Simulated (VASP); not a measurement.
# Ta3N (P-62m) in VASP: further runs, part 3 of 3

VASP 6.6.1. The steps go on from the part before.

### 4 Single point, PBE

This run uses another cell than the first one, of 17.76 Å³/atom.

INCAR

```
SYSTEM = Ta3N
  PREC = Accurate
  ENCUT = 520
  EDIFF = 1E-6
  ISMEAR = 0
  SIGMA = 0.1
  LREAL = .FALSE.
  LASPH = .TRUE.
  NELM = 100
  ALGO = Normal
  ISIF = 2
  LWAVE = .FALSE.
  LCHARG = .FALSE.
  GGA = PE
  NBANDS = 27
```

KPOINTS

```
regular mesh
0
G
  6 6 6
  0 0 0
```

POSCAR

```
Ta3N
1.0
    5.3770105764      0.0000000000      0.0000000000
   -2.6885052882      4.6566277556      0.0000000000
    0.0000000000      0.0000000000      2.8367002139
Ta N
3 1
Direct
    0.6412711815      0.0000000000      0.5000000000
    0.0000000000      0.6412711815      0.5000000000
    0.3587288185      0.3587288185      0.5000000000
    0.0000000000      0.0000000000      0.5000000000
```

Potentials or basis: VASP PAW PBE potentials, release 64 (Ta_pv, N).

Run with:

```sh
$ cat potpaw_PBE.64/Ta_pv/POTCAR potpaw_PBE.64/N/POTCAR > POTCAR
$ mpirun -np 1 vasp_std > vasp.out
```

OUTCAR:

```text
SYSTEM = Ta3N
   PREC = Accurate
   ENCUT = 520
   EDIFF = 1E-6
   ISMEAR = 0
   LREAL = .FALSE.
   LASPH = .TRUE.
   NELM = 100
   ISIF = 2
   GGA = PE

 ion  position               nearest neighbor table
   1  0.641  0.000  0.500-   4 1.93   3 2.99   2 2.99   3 2.99   2 2.99   3 3.34   2 3.34
   2  0.000  0.641  0.500-   4 1.93   3 2.99   3 2.99   1 2.99   1 2.99   1 3.34   3 3.34
   3  0.359  0.359  0.500-   4 1.93   2 2.99   2 2.99   1 2.99   1 2.99   1 3.34   2 3.34
   4  0.000  0.000  0.500-   1 1.93   2 1.93   3 1.93

  LATTYP: Found a hexagonal cell.
 ALAT       =     5.3770105764
[... 913 lines left out ...]

 [... further k-points ...]
[... 5 lines left out ...]
  --------------------------------------------------------------------------------------
  -------------------------------------------------------------------------------------
  Total        0.3423735      0.3423735      0.1079425      0.0000000      0.0000000      0.0000000
  in kB        7.7229785      7.7229785      2.4348782      0.0000000      0.0000000      0.0000000
  external PRESSURE =       5.9602784 kB  Pullay stress =       0.0000000 kB

 VOLUME and BASIS-vectors are now :
 -----------------------------------------------------------------------------
  energy-cutoff  :      520.00
  volume of cell :       71.03
      direct lattice vectors                 reciprocal lattice vectors
     5.377010576  0.000000000  0.000000000     0.185976945  0.107373839  0.000000000
    -2.688505288  4.656627756  0.000000000     0.000000000  0.214747678  0.000000000
     0.000000000  0.000000000  2.836700214     0.000000000  0.000000000  0.352522270

 POSITION                                       TOTAL-FORCE (eV/Angst)
 -----------------------------------------------------------------------------------
      3.44812      0.00000      1.41835        -0.102486     -0.000000      0.000000
     -1.72406      2.98616      1.41835         0.051243     -0.088756     -0.000000
      0.96444      1.67047      1.41835         0.051243      0.088756     -0.000000
      0.00000      0.00000      1.41835        -0.000000     -0.000000     -0.000000
 -----------------------------------------------------------------------------------
    total drift:                                0.000000      0.000001     -0.000001

  FREE ENERGIE OF THE ION-ELECTRON SYSTEM (eV)
  ---------------------------------------------------
  free  energy   TOTEN  =       -42.4596933983 eV

  energy  without entropy=      -42.4455319686  energy(sigma->0) =      -42.45261268
```

OSZICAR:

```text
N       E                     dE             d eps       ncg     rms          rms(c)
DAV:   1     0.340785527148E+03    0.34079E+03   -0.21281E+04  1512   0.143E+03
DAV:   2    -0.309458441614E+02   -0.37173E+03   -0.36257E+03  1764   0.413E+02
DAV:   3    -0.468260491465E+02   -0.15880E+02   -0.15576E+02  1856   0.806E+01
DAV:   4    -0.471273888200E+02   -0.30134E+00   -0.29949E+00  1916   0.107E+01
DAV:   5    -0.471319544664E+02   -0.45656E-02   -0.45623E-02  1892   0.121E+00    0.286E+01
DAV:   6    -0.428740843932E+02    0.42579E+01   -0.27281E+01  2017   0.259E+01    0.123E+01
DAV:   7    -0.425007971795E+02    0.37329E+00   -0.18444E+00  1802   0.784E+00    0.714E+00
DAV:   8    -0.424752674353E+02    0.25530E-01   -0.53217E-01  1790   0.433E+00    0.948E-01
DAV:   9    -0.424600416122E+02    0.15226E-01   -0.10492E-01  1985   0.161E+00    0.387E-01
DAV:  10    -0.424596447321E+02    0.39688E-03   -0.13391E-02  1962   0.675E-01    0.112E-01
DAV:  11    -0.424596969677E+02   -0.52236E-04   -0.66022E-04  1841   0.161E-01    0.470E-02
DAV:  12    -0.424596948216E+02    0.21461E-05   -0.56000E-05  1792   0.528E-02    0.152E-02
DAV:  13    -0.424596933576E+02    0.14640E-05   -0.87676E-06  1703   0.162E-02    0.375E-03
DAV:  14    -0.424596933983E+02   -0.40682E-07   -0.16221E-06  1131   0.901E-03
   1 F= -.42459693E+02 E0= -.42452613E+02  d E =-.141614E-01
```

stdout:

```text
POSCAR found type information on POSCAR TaN
 POSCAR found :  2 types and       4 ions
 scaLAPACK will be used
 LDA part: xc-table for (Slater+PW92), standard interpolation
 POSCAR, INCAR and KPOINTS ok, starting setup
 FFT: planning ... GRIDC
 FFT: planning ... GRID_SOFT
 FFT: planning ... GRID
 WAVECAR not read
 entering main loop
```

Wall time 87 s (1 thread of Intel Xeon 8259CL, shared host); peak memory 0.21 GiB.

What came out:

- Free energy: -42.4597 eV
- Pressure: 0.6 GPa
- Largest force: 0.102 eV/Å
- Band gap on the k mesh: zero (bands 19 and 20 overlap by 2.39 eV)

Forces in eV/Å, atoms in the order of the input:
```
Ta  -0.102  0.000  0.000
Ta   0.051 -0.089  0.000
Ta   0.051  0.089  0.000
N    0.000  0.000  0.000
```

Stress tensor (GPa, compression positive):
```
0.77 0.00 0.00
0.00 0.77 0.00
0.00 0.00 0.24
```

Levels at points of the mesh, in eV from the Fermi level:
```tsv
k point	band 17	band 18	band 19	band 20	band 21	band 22
(0.00, 0.00, 0.00)	-2.01	-1.54	-1.54	-1.17	1.52	1.52
(0.50, 0.00, 0.00)	-1.75	-1.73	-1.15	0.12	1.61	2.44
(0.00, 0.00, 0.50)	-2.21	-0.91	0.24	0.24	0.84	1.79
(0.50, 0.00, 0.50)	-1.11	-0.15	-0.01	0.56	0.88	2.06
```

Caveat: the k points lie up to 0.37 Å⁻¹ apart, too coarse for converged energies and pressures of a metal; spin-orbit coupling is left out, which moves the levels of the heavy elements.

### 5 Relaxation of cell and atoms, PBE

This run uses another cell than the first one, of 18.63 Å³/atom.

INCAR

```
ALGO     = Normal         # electronic algorithm
EDIFF    = 1E-6           # SCF threshold, eV
EDIFFG   = -0.04          # ionic threshold
ENCUT    = 600            # plane-wave cutoff, eV
GGA      = PE             # functional
IBRION   = 2              # ionic algorithm
ISIF     = 3              # what is computed and relaxed
ISMEAR   = 0              # smearing method
LASPH    = True           # aspherical terms in the spheres
LCHARG   = False          # write CHGCAR
LREAL    = False          # projectors in reciprocal space
LWAVE    = False          # write WAVECAR
NELM     = 80             # most SCF steps
NSW      = 90             # ionic steps
PREC     = Accurate       # precision mode
SIGMA    = 0.1            # smearing width, eV
```

KPOINTS

```
k-points
0
Gamma
  6 6 4
```

POSCAR

```
Ta3N
1.0
    4.3954805500      0.0000000000      0.0000000000
   -2.1977402800      3.8065978200      0.0000000000
    0.0000000000      0.0000000000      4.4540668900
Ta N
3 1
Direct
    0.6309387800      0.0000000000      0.5000000000
    0.0000000000      0.6309387800      0.5000000000
    0.3690612200      0.3690612200      0.5000000000
    0.0000000000      0.0000000000      0.5000000000
```

Run with:

```sh
$ cat potpaw_PBE.64/Ta_pv/POTCAR potpaw_PBE.64/N/POTCAR > POTCAR
$ mpirun -np 1 vasp_std > vasp.out
```

Wall time 29 min (1 thread of Intel Xeon 8259CL, shared host); peak memory 0.25 GiB.

The run converged. Its results:

```yaml
Free_energy: -41.8449 eV
Relaxed_volume: 17.99 Å³/atom
Relaxed_cell: a = 5.332 Å, b = 5.332 Å, c = 2.922 Å, α = 90.00°, β = 90.00°, γ = 120.00°
Space_group_after_relaxing_to_0.1_Å: P-62m (No. 189)
Pressure_after_relaxing: 0.1 GPa
Largest_force_after_relaxing: 0.014 eV/Å
Band_gap_on_the_k_mesh: zero (bands 19 and 20 overlap by 1.82 eV)
```

Forces on the atoms (eV/Å):
```
Ta  -0.014  0.000  0.000
Ta   0.007 -0.012  0.000
Ta   0.007  0.012  0.000
N    0.000  0.000  0.000
```

Final structure:
```
CELL_PARAMETERS angstrom
5.33224 0.00000 0.00000
-2.66612 4.61786 0.00000
0.00000 0.00000 2.92210
ATOMIC_POSITIONS crystal
Ta 0.63789 0.00000 0.50000
Ta 0.00000 0.63789 0.50000
Ta 0.36211 0.36211 0.50000
N 0.00000 0.00000 0.50000
```

Levels at points of the mesh, in eV from the Fermi level:
| k point | band 15 | band 16 | band 17 | band 18 | band 19 | band 20 | band 21 | band 22 | band 23 |
| --- | --- | --- | --- | --- | --- | --- | --- | --- | --- |
| (0.00, 0.00, 0.00) | -2.53 | -2.53 | -2.53 | -1.65 | -1.65 | -1.25 | 1.32 | 1.32 | 2.13 |
| (0.50, 0.00, 0.00) | -3.05 | -2.68 | -2.01 | -1.93 | -1.27 | 0.08 | 1.46 | 1.73 | 2.30 |
| (0.00, 0.00, 0.50) | -2.83 | -2.39 | -2.39 | -1.32 | -0.08 | -0.08 | 0.59 | 1.75 | 1.75 |
| (0.50, 0.00, 0.50) | -2.77 | -1.82 | -1.47 | -0.30 | -0.28 | 0.46 | 0.84 | 1.79 | 2.11 |

Caveat: a cell axis changed by over 15 % at a fixed basis, so the end point is rough; spin-orbit coupling is left out, which moves the levels of the heavy elements.

### 6 Overview

| task | cell | k mesh | cutoff (eV) | gap on the mesh (eV) | pressure (GPa) | largest force (eV/Å) |
| --- | --- | --- | --- | --- | --- | --- |
| single point | a = 5.336, b = 5.336, c = 2.922 Å, angles 90.0, 90.0, 120.0°, 4 atoms, atomic positions A | 6 × 6 × 4 | 520 | none | 0.3 | 0.08 |
| single point | a = 4.395, b = 4.395, c = 4.454 Å, angles 90.0, 90.0, 120.0°, 4 atoms, atomic positions B | 6 × 6 × 4 | 520 | none | 111.3 | 12.09 |
| single point | a = 5.377, b = 5.377, c = 2.837 Å, angles 90.0, 90.0, 120.0°, 4 atoms, atomic positions C | 6 × 6 × 6 | 520 | none | 0.6 | 0.10 |
| relaxation of cell and atoms | relaxed from a = 4.395, b = 4.395, c = 4.454 Å, angles 90.0, 90.0, 120.0°, 4 atoms, atomic positions B | 6 × 6 × 4 | 600 | none | 0.1 | 0.01 |

Alike in all rows: level PBE; potentials or basis VASP PAW PBE potentials, release 64 (Ta_pv, N); no spin polarisation; smearing gaussian 0.1 eV.

Caveats: some runs use coarse meshes; spin-orbit coupling is left out, which moves the levels of the heavy elements; the cell stands under pressure (at least some runs); forces of over 1 eV/Å act on the atoms, so gaps and moduli don't describe the material at rest (at least some runs); a cell axis changed by over 15 % at a fixed basis, so the end point is rough (at least some runs).

Total energies depend on the potentials used, so only differences within one code and one set of settings carry meaning.
